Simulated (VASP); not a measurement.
Runs of VASP 6.6.1 on Hf. The structure is that of space group Fm-3m (No. 225), or close to it. The cells are those of the table. 

```csv
task,cell,k mesh,cutoff (eV),gap on the mesh (eV),pressure (GPa)
single point,"a = 3.124 Å, angles 60.0°, 1 atom",14 × 14 × 14,520,none,(c)
single point,"a = 3.083 Å, angles 60.0°, 1 atom",20 × 20 × 20,520,none,0.2
single point,"a = 3.202 Å, angles 60.0°, 1 atom",14 × 14 × 14,520,none,-10.6
relaxation of cell and atoms,"relaxed from a = 3.163 Å, angles 60.0°, 1 atom",12 × 12 × 12,600,none,0.0
single point,"a = 2.999 Å, angles 60.0°, 1 atom",14 × 14 × 14,520,none,(b)
single point,"a = 3.083 Å, angles 60.0°, 1 atom",14 × 14 × 14,520,none,(a)
single point,"a = 3.164 Å, angles 60.0°, 1 atom",14 × 14 × 14,520,none,-7.6
single point,"a = 3.083 Å, angles 60.0°, 1 atom",12 × 12 × 12,520,none,0.0
single point,"a = 3.042 Å, angles 60.0°, 1 atom",14 × 14 × 14,520,none,5.4
single point,"a = 2.955 Å, angles 60.0°, 1 atom",14 × 14 × 14,520,none,18.9
```

Alike in all rows: level LDA; potentials or basis VASP PAW LDA potentials, release 64 (Hf_pv); no spin polarisation; smearing fermi-dirac 0.1 eV.

Fill in the values left out.

(a) 0.3; (b) 11.6; (c) -4.0.

Caveats: spin-orbit coupling is left out, which moves the levels of the heavy elements.

A k mesh can miss the band edges, and the runs leave out spin-orbit coupling on Hf.

A gap of «none» marks levels without a gap at the run's occupations.
